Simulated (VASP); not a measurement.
# GaN (F-43m) in VASP: notebook, part 2 of 2

VASP 6.6.1.

### Step 3. Vibrations by perturbation theory, PBE

The input, INCAR:

```
PREC     = Accurate       # precision mode
ENCUT    = 520            # plane-wave cutoff, eV
EDIFF    = 1E-8           # SCF threshold, eV
ISMEAR   = 0              # smearing method
SIGMA    = 0.01           # smearing width, eV
LREAL    = False          # projectors in reciprocal space
LASPH    = True           # aspherical terms in the spheres
NELM     = 60             # most SCF steps
ALGO     = Normal         # electronic algorithm
ISIF     = 2              # what is computed and relaxed
LWAVE    = False          # write WAVECAR
LCHARG   = False          # write CHGCAR
GGA      = PE             # functional
IBRION   = 8              # ionic algorithm
NSW      = 1              # ionic steps
LEPSILON = True           # dielectric tensor by DFPT
```

The input, KPOINTS:

```
regular mesh
0
Gamma
  12 12 12
```

The input, POSCAR:

```
GaN
1.0
    0.0000000000      2.2742524180      2.2742524180
    2.2742524180      0.0000000000      2.2742524180
    2.2742524180      2.2742524180      0.0000000000
Ga N
1 1
Direct
    0.0000000000      0.0000000000      0.0000000000
    0.7500000000      0.7500000000      0.7500000000
```

Potentials or basis: VASP PAW PBE potentials, release 64 (Ga_d, N).

Command:

```sh
$ cat potpaw_PBE.64/Ga_d/POTCAR potpaw_PBE.64/N/POTCAR > POTCAR
$ mpirun -np 1 vasp_std > vasp.out
```

OUTCAR:

```text
PREC = Accurate
   ENCUT = 520
   EDIFF = 1E-8
   ISMEAR = 0
   LREAL = False
   LASPH = True
   NELM = 60
   ISIF = 2
   GGA = PE
   IBRION = 8
   NSW = 1
   LEPSILON = True

 ion  position               nearest neighbor table
   1  0.000  0.000  0.000-   2 1.97   2 1.97   2 1.97   2 1.97
   2  0.750  0.750  0.750-   1 1.97   1 1.97   1 1.97   1 1.97

  LATTYP: Found a face centered cubic cell.
 ALAT       =     4.5485048360

  Lattice vectors:

 A1 = (   0.0000000000,   2.2742524180,   2.2742524180)
 A2 = (   2.2742524180,   0.0000000000,   2.2742524180)
 A3 = (   2.2742524180,   2.2742524180,   0.0000000000)

Analysis of symmetry for initial positions (statically):
=====================================================================
 Subroutine PRICEL returns:
 Original cell was already a primitive cell.

 Routine SETGRP: Setting up the symmetry group for a
 face centered cubic supercell.

 Subroutine GETGRP returns: Found 24 space group operations
 (whereof 24 operations were pure point group operations)
 out of a pool of 48 trial point group operations.

The static configuration has the point symmetry T_d .

Analysis of symmetry for dynamics (positions and initial velocities):
=====================================================================
 Subroutine PRICEL returns:
 Original cell was already a primitive cell.

 Routine SETGRP: Setting up the symmetry group for a
 face centered cubic supercell.

 Subroutine GETGRP returns: Found 24 space group operations
[... 642 lines left out ...]
          XX          YY          ZZ          XY          YZ          ZX
  --------------------------------------------------------------------------------
  x     0.00000     0.00000    -0.00000     0.00000     1.03606     0.00000
  y     0.00000     0.00000    -0.00000     0.00000     0.00000     1.03606
  z    -0.00000     0.00000     0.00000     1.03606     0.00000     0.00000

 BORN EFFECTIVE CHARGES (including local field effects) (in |e|, cummulative output)
 ---------------------------------------------------------------------------------
 ion    1
    1     2.68199     0.00000     0.00000
    2     0.00000     2.68199     0.00000
    3     0.00000     0.00000     2.68199
 ion    2
    1    -2.68199     0.00000     0.00000
    2    -0.00000    -2.68199    -0.00000
    3    -0.00000    -0.00000    -2.68199

 INTERNAL STRAIN TENSOR FOR ION    2 for displacements in x,y,z  (eV/Angst):
          X           Y           Z          XY          YZ          ZX
  --------------------------------------------------------------------------------
  x     0.00000     0.00000     0.00000     0.00000     7.01079     0.00000
  y     0.00000     0.00000     0.00000     0.00000     0.00000     7.01079
  z     0.00000     0.00000     0.00000     7.01079     0.00000     0.00000

 SECOND DERIVATIVES (NOT SYMMETRIZED)
 ------------------------------------
               1X          1Y          1Z          2X          2Y          2Z
  1X   -11.250001    0.000000    0.000000   11.250001    0.000000    0.000000
  1Y     0.000000  -11.250001    0.000000    0.000000   11.250001    0.000000
  1Z     0.000000    0.000000  -11.250001    0.000000    0.000000   11.250001
  2X    11.285860    0.000000    0.000000  -11.285860    0.000000    0.000000
  2Y     0.000000   11.285860    0.000000    0.000000  -11.285860    0.000000
  2Z     0.000000    0.000000   11.285860    0.000000    0.000000  -11.285860

 Eigenvectors and eigenvalues of the dynamical matrix
 ----------------------------------------------------

   1 f  =   15.376594 THz    96.613988 2PiTHz  512.907961 cm-1    63.592454 meV
             X         Y         Z           dx          dy          dz
      0.000000  0.000000  0.000000     0.000000    0.408394    0.000000
      3.411379  3.411379  3.411379     0.000000   -0.912806    0.000000
[... 21 lines left out ...]
   6 f/i=    0.009121 THz     0.057308 2PiTHz    0.304240 cm-1     0.037721 meV
             X         Y         Z           dx          dy          dz
      0.000000  0.000000  0.000000     0.000000    0.000000    0.912806
      3.411379  3.411379  3.411379     0.000000    0.000000    0.408394

--------------------------------------------------------------------------------------------------------

 MACROSCOPIC STATIC DIELECTRIC TENSOR IONIC CONTRIBUTION
 ------------------------------------------------------
           4.910081     0.000000     0.000000
           0.000000     4.910081     0.000000
           0.000000     0.000000     4.910081
 ------------------------------------------------------

 ELASTIC MODULI CONTR FROM IONIC RELAXATION (kBar)
 Direction    XX          YY          ZZ          XY          YZ          ZX
 --------------------------------------------------------------------------------
 XX          -0.0000      0.0000      0.0000      0.0000     -0.0000      0.0000
 YY           0.0000     -0.0000      0.0000      0.0000      0.0000      0.0000
 ZZ           0.0000      0.0000     -0.0000     -0.0000      0.0000      0.0000
 XY           0.0000      0.0000     -0.0000   -273.5363      0.0000      0.0000
 YZ          -0.0000      0.0000      0.0000      0.0000   -273.5363      0.0000
 ZX           0.0000      0.0000      0.0000      0.0000      0.0000   -273.5363
 --------------------------------------------------------------------------------

 PIEZOELECTRIC TENSOR IONIC CONTR  for field in x, y, z        (C/m^2)
          XX          YY          ZZ          XY          YZ          ZX
  --------------------------------------------------------------------------------
  x    -0.00000     0.00000     0.00000     0.00000    -1.09050     0.00000
  y    -0.00000     0.00000    -0.00000    -0.00000    -0.00000    -1.09050
  z    -0.00000     0.00000    -0.00000    -1.09050    -0.00000    -0.00000
```

It took 7.1 min on 1 thread of AMD EPYC 9R45 (Zen 5), shared host; peak memory 0.29 GiB.

Results:

```
Electronic dielectric tensor (diagonal)                 : 6.15
Born charges (mean of the diagonal)                     : Ga +2.68; N -2.68 e
Highest phonon frequency at Γ, LO-TO splitting left out : 513 cm⁻¹
```

Phonon frequencies in cm⁻¹ (negative: imaginary):
```
              q point        frequencies
(0.000, 0.000, 0.000)  0 0 0 513 513 513
```

Electronic dielectric tensor:
```
6.15 0.00 0.00
0.00 6.15 0.00
0.00 0.00 6.15
```

Born effective charge tensors (e):
atom 1, Ga
```
2.68 0.00 0.00
0.00 2.68 0.00
0.00 0.00 2.68
```
atom 2, N
```
-2.68  0.00  0.00
 0.00 -2.68  0.00
 0.00  0.00 -2.68
```

### Step 4. Elastic constants, PBE

The input, INCAR:

```
ALGO = Normal
EDIFF = 1E-8
ENCUT = 600
GGA = PE
IBRION = 6
ISIF = 3
ISMEAR = 0
LASPH = True
LCHARG = True
LREAL = False
LWAVE = False
NELM = 60
NFREE = 2
NSW = 1
POTIM = 0.015
PREC = Accurate
SIGMA = 0.01
```

The input, KPOINTS:

```
k-points
0
Gamma
  12 12 12
```

POSCAR is that of step 3.

Command:

```sh
$ cat potpaw_PBE.64/Ga_d/POTCAR potpaw_PBE.64/N/POTCAR > POTCAR
$ mpirun -np 1 vasp_std > vasp.out
```

Wall time 14 min (1 thread of AMD EPYC 9R45 (Zen 5), shared host); peak memory 0.41 GiB.

Results (log left out):

```
Elastic constants C11, C12, C44                         : 250, 129, 145 GPa
Voigt bulk modulus                                      : 169 GPa
Highest phonon frequency at Γ, LO-TO splitting left out : 513 cm⁻¹
```

Phonon frequencies in cm⁻¹ (negative: imaginary):
| q point | frequencies |
| --- | --- |
| (0.000, 0.000, 0.000) | 0 0 0 513 513 513 |

Elastic tensor in Voigt notation (GPa, in the Cartesian axes of the cell as first typed):
```
250 129 129   0   0   0
129 250 129   0   0   0
129 129 250   0   0   0
  0   0   0 145   0   0
  0   0   0   0 145   0
  0   0   0   0   0 145
```

Clamped-ion elastic tensor (GPa):
```
250 129 129   0   0   0
129 250 129   0   0   0
129 129 250   0   0   0
  0   0   0 175   0   0
  0   0   0   0 175   0
  0   0   0   0   0 175
```
